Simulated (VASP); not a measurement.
# GaSb (de600) (F-43m) in VASP: notebook, part 2 of 2

VASP 6.6.1. Earlier steps stand in the parts before.

## (3) Single point, LDA

Input file INCAR:

```
PREC = Accurate
ENCUT = 500
EDIFF = 1E-6
ISMEAR = 0
SIGMA = 0.1
LREAL = False
LASPH = True
NELM = 120
ALGO = Normal
ISIF = 2
LWAVE = False
LCHARG = False
NBANDS = 16
GGA_COMPAT = False
```

Input file KPOINTS:

```
regular mesh
0
Gamma
  10 10 10
```

Input file POSCAR:

```
GaSb
1.0
    0.0000000000      3.0244354420      3.0244354420
    3.0244354420      0.0000000000      3.0244354420
    3.0244354420      3.0244354420      0.0000000000
Ga Sb
1 1
Direct
    0.0000000000      0.0000000000      0.0000000000
    0.2500000000      0.2500000000      0.2500000000
```

Potentials or basis: VASP PAW LDA potentials, release 64 (Ga_d, Sb).

Launch:

```console
> cat potpaw_LDA.64/Ga_d/POTCAR potpaw_LDA.64/Sb/POTCAR > POTCAR
> mpirun -np 1 vasp_std > vasp.out
```

OUTCAR:

```text
PREC = Accurate
   ENCUT = 500
   EDIFF = 1E-6
   ISMEAR = 0
   LREAL = False
   LASPH = True
   NELM = 120
   ISIF = 2

 ion  position               nearest neighbor table
   1  0.000  0.000  0.000-   2 2.62   2 2.62   2 2.62   2 2.62
   2  0.250  0.250  0.250-   1 2.62   1 2.62   1 2.62   1 2.62

  LATTYP: Found a face centered cubic cell.
 ALAT       =     6.0488708840

  Lattice vectors:

 A1 = (   0.0000000000,   3.0244354420,   3.0244354420)
 A2 = (   3.0244354420,   0.0000000000,   3.0244354420)
 A3 = (   3.0244354420,   3.0244354420,   0.0000000000)

Analysis of symmetry for initial positions (statically):
=====================================================================
 Subroutine PRICEL returns:
 Original cell was already a primitive cell.

 Routine SETGRP: Setting up the symmetry group for a
 face centered cubic supercell.

 Subroutine GETGRP returns: Found 24 space group operations
 (whereof 24 operations were pure point group operations)
 out of a pool of 48 trial point group operations.

The static configuration has the point symmetry T_d .

Analysis of symmetry for dynamics (positions and initial velocities):
=====================================================================
 Subroutine PRICEL returns:
[... 153 lines left out ...]
  free energy    TOTEN  =        -8.67220293 eV

  energy without entropy =       -8.67207266  energy(sigma->0) =       -8.67213779

 E-fermi :   5.1239     XC(G=0):  -9.5442

 val. band max:        5.0363010363   @ k =   0.0000   0.0000   0.0000
 cond. band min:       5.1562145803   @ k =   0.0000   0.0000   0.0000
 fundamental gap:      0.1199135440
 Fermi energy:         5.1239456521

 k-point     1 :       0.0000    0.0000    0.0000
  band No.  band energies     occupation
      1     -10.1786      2.00000
      2     -10.1786      2.00000
      3     -10.1786      2.00000
      4     -10.1239      2.00000
      5     -10.1239      2.00000
      6      -6.7220      2.00000
[... 433 lines left out ...]
      3     -10.1573      2.00000
      4     -10.1336      2.00000
      5     -10.1208      2.00000
      6      -5.0408      2.00000
[... 8 lines left out ...]
     15      15.3800      0.00000
     16      15.5096      0.00000

 [... further k-points ...]
[... 5 lines left out ...]
  --------------------------------------------------------------------------------------
  -------------------------------------------------------------------------------------
  Total        0.0627498      0.0627498      0.0627498     -0.0000000      0.0000000     -0.0000000
  in kB        1.8170201      1.8170201      1.8170201     -0.0000000      0.0000000     -0.0000000
  external PRESSURE =       1.8170201 kB  Pullay stress =       0.0000000 kB

 VOLUME and BASIS-vectors are now :
 -----------------------------------------------------------------------------
  energy-cutoff  :      500.00
  volume of cell :       55.33
      direct lattice vectors                 reciprocal lattice vectors
     0.000000000  3.024435442  3.024435442    -0.165320110  0.165320110  0.165320110
     3.024435442  0.000000000  3.024435442     0.165320110 -0.165320110  0.165320110
     3.024435442  3.024435442  0.000000000     0.165320110  0.165320110 -0.165320110

 POSITION                                       TOTAL-FORCE (eV/Angst)
 -----------------------------------------------------------------------------------
      0.00000      0.00000      0.00000        -0.000000      0.000000      0.000000
      1.51222      1.51222      1.51222         0.000000     -0.000000     -0.000000
 -----------------------------------------------------------------------------------
    total drift:                                0.000000      0.000000      0.000001

  FREE ENERGIE OF THE ION-ELECTRON SYSTEM (eV)
  ---------------------------------------------------
  free  energy   TOTEN  =        -8.6722029285 eV

  energy  without entropy=       -8.6720726572  energy(sigma->0) =       -8.67213779
```

OSZICAR:

```text
N       E                     dE             d eps       ncg     rms          rms(c)
DAV:   1     0.786846163342E+02    0.78685E+02   -0.83499E+03  1584   0.137E+03
DAV:   2    -0.273895051439E+01   -0.81424E+02   -0.78377E+02  1784   0.286E+02
DAV:   3    -0.869763978720E+01   -0.59587E+01   -0.59467E+01  1800   0.642E+01
DAV:   4    -0.879888599598E+01   -0.10125E+00   -0.10123E+00  1960   0.922E+00
DAV:   5    -0.880125044633E+01   -0.23645E-02   -0.23644E-02  1840   0.123E+00    0.343E+00
DAV:   6    -0.870948137005E+01    0.91769E-01   -0.72610E-02  2288   0.421E+00    0.200E+00
DAV:   7    -0.867236875664E+01    0.37113E-01   -0.51364E-02  1768   0.175E+00    0.294E-01
DAV:   8    -0.867213002840E+01    0.23873E-03   -0.47745E-03  1784   0.800E-01    0.105E-01
DAV:   9    -0.867220945149E+01   -0.79423E-04   -0.34450E-04  1952   0.157E-01    0.423E-02
DAV:  10    -0.867220115222E+01    0.82993E-05   -0.17823E-05  1928   0.354E-02    0.147E-02
DAV:  11    -0.867220296442E+01   -0.18122E-05   -0.44709E-06  1816   0.188E-02    0.580E-03
DAV:  12    -0.867220292848E+01    0.35935E-07   -0.21293E-07  1064   0.334E-03
   1 F= -.86722029E+01 E0= -.86721378E+01  d E =-.130271E-03
```

It took 29 s on 1 thread of Intel Xeon 8259CL, shared host; peak memory 0.18 GiB.

Results:

```yaml
Free_energy: -8.6722 eV
Pressure: 0.2 GPa
Band_gap_on_the_k_mesh: 0.12 eV, direct
```

Levels at points of the mesh, in eV from the valence-band top:
| k point | band 6 | band 7 | band 8 | band 9 | band 10 | band 11 | band 12 | band 13 |
| --- | --- | --- | --- | --- | --- | --- | --- | --- |
| (0.00, 0.00, 0.00) | -11.76 | 0.00 | 0.00 | 0.00 | 0.12 | 2.74 | 2.74 | 2.74 |
| (0.50, 0.00, 0.00) | -10.05 | -6.58 | -1.21 | -1.21 | 0.37 | 3.71 | 3.71 | 6.29 |
| (0.50, 0.50, 0.00) | -9.17 | -7.01 | -2.70 | -2.70 | 0.79 | 1.10 | 8.80 | 8.80 |

Caveat: spin-orbit coupling is left out, which moves the levels of the heavy elements. A k mesh can miss the band edges.

## (4) Relaxation of cell and atoms, LDA

Input file INCAR:

```
SYSTEM = GaSb
PREC     = Accurate       ! precision mode
ENCUT    = 500            ! plane-wave cutoff, eV
EDIFF    = 1E-7           ! SCF threshold, eV
ISMEAR   = 0              ! smearing method
SIGMA    = 0.01           ! smearing width, eV
LREAL    = .False.        ! projectors in reciprocal space
LASPH    = .True.         ! aspherical terms in the spheres
NELM     = 120            ! most SCF steps
ALGO     = Normal         ! electronic algorithm
ISIF     = 3              ! what is computed and relaxed
LWAVE    = .False.        ! write WAVECAR
LCHARG   = .False.        ! write CHGCAR
IBRION   = 2              ! ionic algorithm
NSW      = 100            ! ionic steps
EDIFFG   = -0.002         ! ionic threshold
GGA_COMPAT= .False.      
NELMIN   = 4
```

Input file KPOINTS:

```
Automatic mesh
0
Gamma
  8 8 8
  0 0 0
```

POSCAR is that of step 3.

Launch:

```console
> cat potpaw_LDA.64/Ga_d/POTCAR potpaw_LDA.64/Sb/POTCAR > POTCAR
> mpirun -np 1 vasp_std > vasp.out
```

Run time: 36 s. Hardware: 1 thread of Intel Xeon 8259CL, shared host; peak memory 0.17 GiB.

Results (log left out):

* Free energy: -8.6665 eV
* Relaxed volume: 27.75 Å³/atom
* Relaxed cell: a = 4.281 Å, b = 4.281 Å, c = 4.281 Å, α = 60.00°, β = 60.00°, γ = 60.00°
* Space group after relaxing (to 0.05 Å): F-43m (No. 216)
* Energy gained by relaxing: 0.0 meV/atom
* Ionic steps: 3
* Pressure after relaxing: 0.0 GPa
* Band gap on the k mesh: 0.10 eV, direct

Final structure:
```
CELL_PARAMETERS angstrom
0.00000 3.02745 3.02745
3.02745 0.00000 3.02745
3.02745 3.02745 0.00000
ATOMIC_POSITIONS crystal
Ga 0.00000 0.00000 0.00000
Sb 0.25000 0.25000 0.25000
```

Levels at points of the mesh, in eV from the valence-band top:
```tsv
k point	band 7	band 8	band 9	band 10	band 11	band 12
(0.00, 0.00, 0.00)	0.00	0.00	0.00	0.10	2.74	2.74
(0.50, 0.00, 0.00)	-6.56	-1.21	-1.21	0.36	3.71	3.71
(0.50, 0.50, 0.00)	-7.00	-2.69	-2.69	0.80	1.10	8.78
```

Caveat: spin-orbit coupling is left out, which moves the levels of the heavy elements.

## (5) Summary

| task | cell | k mesh | smearing | gap on the mesh (eV) | pressure (GPa) |
| --- | --- | --- | --- | --- | --- |
| single point | a = 4.276 Å, angles 60.0°, 2 atoms | 8 × 8 × 8 | gaussian 0.01 eV | 0.13 | 0.2 |
| single point | a = 4.277 Å, angles 60.0°, 2 atoms | 10 × 10 × 10 | gaussian 0.1 eV | 0.12 | 0.2 |
| relaxation of cell and atoms | relaxed from a = 4.277 Å, angles 60.0°, 2 atoms | 8 × 8 × 8 | gaussian 0.01 eV | 0.10 | 0.0 |

Alike in all rows: level LDA; potentials or basis VASP PAW LDA potentials, release 64 (Ga_d, Sb); no spin polarisation; cutoff (eV) 500.

Caveats: spin-orbit coupling is left out, which moves the levels of the heavy elements.

Total energies depend on the potentials used, so only differences within one code and one set of settings carry meaning.
